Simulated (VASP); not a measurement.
Set up this calculation in VASP 6.6.1, as the native input.

- Task: single point
- Functional: PBE
- Potentials or basis: VASP PAW PBE potentials, release 64 (Ag)
- Cutoff: 520 eV
- k mesh: 24 × 24 × 24
- Occupations: gaussian, width 0.15 eV
- Spin: no spin polarisation
- Dipole correction: no
- Further INCAR settings: ALGO = Fast; EDIFF = 1e-06; NBANDS = 12

The structure of Ag lies in POSCAR:

```
Ag
1.0
    0.0000000000      1.8403161829      2.0735956990
    1.8403161829      0.0000000000      2.0735956990
    1.8403161829      1.8403161829      0.0000000000
Ag
1
Direct
    0.0000000000      0.0000000000      0.0000000000
```

This cell differs from its parent crystal: strain -0.1125 x Voigt [1, 1, 0, 0, 0, 0].

One way to write it, as run:

INCAR

```
SYSTEM = Ag
PREC = Accurate
ENCUT = 520
EDIFF = 1E-6
ISMEAR = 0
SIGMA = 0.15
LREAL = .False.
LASPH = .True.
NELM = 80
ALGO = Fast
ISIF = 2
LWAVE = .False.
LCHARG = .False.
GGA = PE
NBANDS = 12
```

KPOINTS

```
regular mesh
0
Gamma
  24 24 24
  0 0 0
```

Potentials or basis: VASP PAW PBE potentials, release 64 (Ag).

Launch:

```bash
$ cat potpaw_PBE.64/Ag/POTCAR > POTCAR
$ mpirun -np 1 vasp_std > vasp.out
```

It gave:

```json
{"Pressure": "43.9 GPa"}
```

Caveat: the cell differs from its parent crystal (strain -0.1125 x Voigt [1, 1, 0, 0, 0, 0]).

It took 78 s on 1 thread of Intel(R) Xeon(R) Platinum 8488C (Sapphire Rapids) (shared host), peak memory 0.28 GiB.
